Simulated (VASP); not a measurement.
Runs of VASP 6.6.1 on Ca2SeO. The structure is that of space group P4/mmm (No. 123), or close to it. The cells are those of the table. 

| task | level | cell | k mesh | cutoff (eV) | smearing | gap on the mesh (eV) | pressure (GPa) | relaxed volume (Å³/atom) |
| --- | --- | --- | --- | --- | --- | --- | --- | --- |
| single point | PBE | a = 3.883, b = 3.883, c = 5.494 Å, 4 atoms | 4 × 4 × 4 | 520 | gaussian 0.01 eV | 2.05 | 1.3 | - |
| relaxation of cell and atoms | r2SCAN | relaxed from a = 3.903, b = 3.903, c = 5.526 Å, 4 atoms | 6 × 6 × 4 | 600 | fermi-dirac 0.02 eV | 2.52 | 0.0 | 20.81 |
| single point | PBE | a = 3.883, b = 3.883, c = 5.494 Å, 4 atoms | 6 × 6 × 6 | 520 | fermi-dirac 0.02 eV | 2.05 | 1.3 | - |
| single point | PBE | a = 3.903, b = 3.903, c = 5.526 Å, 4 atoms | 6 × 6 × 4 | 520 | fermi-dirac 0.02 eV | 2.07 | (a) | - |
| relaxation of cell and atoms | PBE | relaxed from a = 3.799, b = 3.799, c = 5.372 Å, 4 atoms | 6 × 6 × 4 | 600 | fermi-dirac 0.02 eV | 2.07 | 0.0 | 21.12 |

Alike in all rows: potentials or basis VASP PAW PBE potentials, release 64 (O, Ca_sv, Se); no spin polarisation.

Fill in the values left out.

(a) 0.2.

Caveats: the PAW data sets were made with another functional, which shifts forces and pressure a little (at least some runs).

A k mesh can miss the band edges, and the runs leave out spin-orbit coupling on Se.
